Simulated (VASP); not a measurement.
# InGa2N3 in VASP: a series of runs, part 2 of 2

VASP 6.6.1.

**4. Single point, r2SCAN+rVV10**

This run uses another cell than the first one, of 12.65 Å³/atom, 0.996 times its volume.

The input, POSCAR:

```
InGa2N3
1.0
    3.2844420866      0.0000000029      0.0000000000
   -1.6422210458      2.8444102828      0.0000000000
    0.0000000000      0.0000000000      8.1218195408
In Ga N
1 2 3
Direct
    0.3333333333      0.6666666667      0.6685032904
    0.0000000000      0.0000000000      1.0106485014
    0.6666666667      0.3333333333      0.3253509631
    0.0000000000      0.0000000000      0.2494899348
    0.6666666667      0.3333333333      0.5609508122
    0.3333333333      0.6666666667      0.9350564981
```

The input, INCAR.step1:

```
SYSTEM = InGa2N3
PREC     = Accurate       ! precision mode
ENCUT    = 520            ! plane-wave cutoff, eV
ISMEAR   = -1             ! smearing method
SIGMA    = 0.03           ! smearing width, eV
LREAL    = .FALSE.        ! projectors in reciprocal space
LASPH    = .TRUE.         ! aspherical terms in the spheres
NELM     = 100            ! most SCF steps
NBANDS   = 36             ! bands
GGA      = PE             ! functional
ALGO     = Normal         ! electronic algorithm
EDIFF    = 1E-4           ! SCF threshold, eV
LWAVE    = .TRUE.         ! write WAVECAR
LCHARG   = .FALSE.        ! write CHGCAR
```

The input, INCAR.step2:

```
SYSTEM = InGa2N3
PREC     = Accurate       ! precision mode
ENCUT    = 520            ! plane-wave cutoff, eV
EDIFF    = 1E-6           ! SCF threshold, eV
ISMEAR   = -1             ! smearing method
SIGMA    = 0.03           ! smearing width, eV
LREAL    = .FALSE.        ! projectors in reciprocal space
LASPH    = .TRUE.         ! aspherical terms in the spheres
NELM     = 100            ! most SCF steps
ALGO     = Normal         ! electronic algorithm
ISIF     = 2              ! what is computed and relaxed
LWAVE    = .FALSE.        ! write WAVECAR
LCHARG   = .FALSE.        ! write CHGCAR
METAGGA  = R2SCAN         ! meta-GGA
LMIXTAU  = .TRUE.       
LUSE_VDW = .TRUE.       
IVDW_NL  = 2            
BPARAM   = 11.95        
CPARAM   = 0.0093       
NBANDS   = 36             ! bands
ISTART   = 1
```

The input, KPOINTS:

```
regular mesh
0
G
  12 12 4
  0 0 0
```

Potentials or basis: VASP PAW PBE potentials, release 64 (In_d, Ga_d, N).

Launch:

```
$ cat potpaw_PBE.64/In_d/POTCAR potpaw_PBE.64/Ga_d/POTCAR potpaw_PBE.64/N/POTCAR > POTCAR
$ cp INCAR.step1 INCAR
$ mpirun -np 1 vasp_std > vasp.out
$ cp INCAR.step2 INCAR
$ mpirun -np 1 vasp_std > vasp.out
```

OUTCAR:

```text
SYSTEM = InGa2N3
   PREC = Accurate
   ENCUT = 520
   EDIFF = 1E-6
   ISMEAR = -1
   LREAL = .FALSE.
   LASPH = .TRUE.
   NELM = 100
   ISIF = 2
   METAGGA = R2SCAN
   IVDW_NL = 2
   BPARAM = 11.95
   ISTART = 1

 ion  position               nearest neighbor table
   1  0.333  0.667  0.669-   5 2.09   5 2.09   5 2.09   6 2.16   2 3.36   2 3.36   2 3.36   3 3.37
                             3 3.37   3 3.37
   2  0.000  0.000  0.011-   4 1.94   6 1.99   6 1.99   6 1.99   1 3.36   1 3.36   1 3.36
   3  0.667  0.333  0.325-   5 1.91   4 1.99   4 1.99   4 1.99   1 3.37   1 3.37   1 3.37
   4  0.000  0.000  0.249-   2 1.94   3 1.99   3 1.99   3 1.99
   5  0.667  0.333  0.561-   3 1.91   1 2.09   1 2.09   1 2.09
   6  0.333  0.667  0.935-   2 1.99   2 1.99   2 1.99   1 2.16

  LATTYP: Found a hexagonal cell.
 ALAT       =     3.2844420866
 C/A-ratio  =     2.4728155731

  Lattice vectors:

 A1 = (   3.2844420866,   0.0000000029,   0.0000000000)
 A2 = (  -1.6422210458,   2.8444102828,   0.0000000000)
 A3 = (   0.0000000000,   0.0000000000,   8.1218195408)

Analysis of symmetry for initial positions (statically):
=====================================================================
[... 179 lines left out ...]
  energy without entropy =      -73.80706843  energy(sigma->0) =      -73.80706844

 E-fermi :   6.3342     XC(G=0): -12.2901

 val. band max:        5.9175385371   @ k =   0.0000   0.0000   0.0000
 cond. band min:       6.7054514208   @ k =   0.0000   0.0000   0.0000
 fundamental gap:      0.7879128837
 Fermi energy:         6.3341822330

 k-point     1 :       0.0000    0.0000    0.0000
  band No.  band energies     occupation
      1     -10.6772      2.00000
      2     -10.1784      2.00000
      3      -9.9840      2.00000
      4      -8.2925      2.00000
      5      -8.2925      2.00000
      6      -8.2375      2.00000
[... 925 lines left out ...]
     35      16.2336      0.00000
     36      16.6131      0.00000

 [... further k-points ...]
[... 5 lines left out ...]
  --------------------------------------------------------------------------------------
  -------------------------------------------------------------------------------------
  Total        0.3614560      0.3614560      0.3921784      0.0000000      0.0000000      0.0000000
  in kB        7.6323591      7.6323591      8.2810825      0.0000000      0.0000000      0.0000000
  external PRESSURE =       7.8486002 kB  Pullay stress =       0.0000000 kB

 VOLUME and BASIS-vectors are now :
 -----------------------------------------------------------------------------
  energy-cutoff  :      520.00
  volume of cell :       75.88
      direct lattice vectors                 reciprocal lattice vectors
     3.284442087  0.000000003  0.000000000     0.304465712  0.175783361  0.000000000
    -1.642221046  2.844410283  0.000000000    -0.000000000  0.351566722  0.000000000
     0.000000000  0.000000000  8.121819541     0.000000000  0.000000000  0.123125119

 POSITION                                       TOTAL-FORCE (eV/Angst)
 -----------------------------------------------------------------------------------
     -0.00000      1.89627      5.42946        -0.000000      0.000000      0.003053
      0.00000      0.00000      0.08649         0.000000     -0.000000     -0.007317
      1.64222      0.94814      2.64244        -0.000000      0.000000     -0.007133
      0.00000      0.00000      2.02631        -0.000000     -0.000000      0.001743
      1.64222      0.94814      4.55594        -0.000000     -0.000000      0.031367
     -0.00000      1.89627      7.59436        -0.000000     -0.000000     -0.021712
 -----------------------------------------------------------------------------------
    total drift:                                0.000038     -0.000018     -0.033650

  FREE ENERGIE OF THE ION-ELECTRON SYSTEM (eV)
  ---------------------------------------------------
  free  energy   TOTEN  =       -73.8070684427 eV

  energy  without entropy=      -73.8070684298  energy(sigma->0) =      -73.80706844
```

It took 9 min on 1 thread of Intel Xeon Platinum 8488C (Sapphire Rapids), shared host; peak memory 0.44 GiB.

Results:

| Quantity | Value |
| --- | --- |
| Free energy | -73.8071 eV |
| Pressure | 0.8 GPa |
| Largest force | 0.031 eV/Å |
| Band gap on the k mesh | 0.79 eV, direct |

Forces on the atoms (eV/Å):
```
In   0.000  0.000  0.003
Ga   0.000  0.000 -0.007
Ga   0.000  0.000 -0.007
N    0.000  0.000  0.002
N    0.000  0.000  0.031
N    0.000  0.000 -0.022
```

Caveat: the PAW data sets were made with another functional, which shifts forces and pressure a little; spin-orbit coupling is left out, which moves the levels of the heavy elements. r2SCAN opens gaps a little over a GGA but as a rule still falls short of measured ones.

**5. Overview**

```tsv
level	cell	k mesh	smearing	gap on the mesh (eV)	pressure (GPa)	largest force (eV/Å)
PBEsol	a = 3.290, b = 3.290, c = 8.128 Å, angles 90.0, 90.0, 120.0°, 6 atoms	6 × 6 × 2	fermi-dirac 0.05 eV	0.43	0.0	0.03
PBEsol	a = 3.290, b = 3.290, c = 8.131 Å, angles 90.0, 90.0, 120.0°, 6 atoms	9 × 9 × 4	fermi-dirac 0.03 eV	0.43	0.0	0.03
r2SCAN+rVV10	a = 3.284, b = 3.284, c = 8.122 Å, angles 90.0, 90.0, 120.0°, 6 atoms	12 × 12 × 4	fermi-dirac 0.03 eV	0.79	0.8	0.03
```

Alike in all rows: task single point; potentials or basis VASP PAW PBE potentials, release 64 (In_d, Ga_d, N); no spin polarisation; cutoff (eV) 520.

Caveats: the PAW data sets were made with another functional, which shifts forces and pressure a little; spin-orbit coupling is left out, which moves the levels of the heavy elements.

Absolute energies hang on the potentials; compare differences alone.
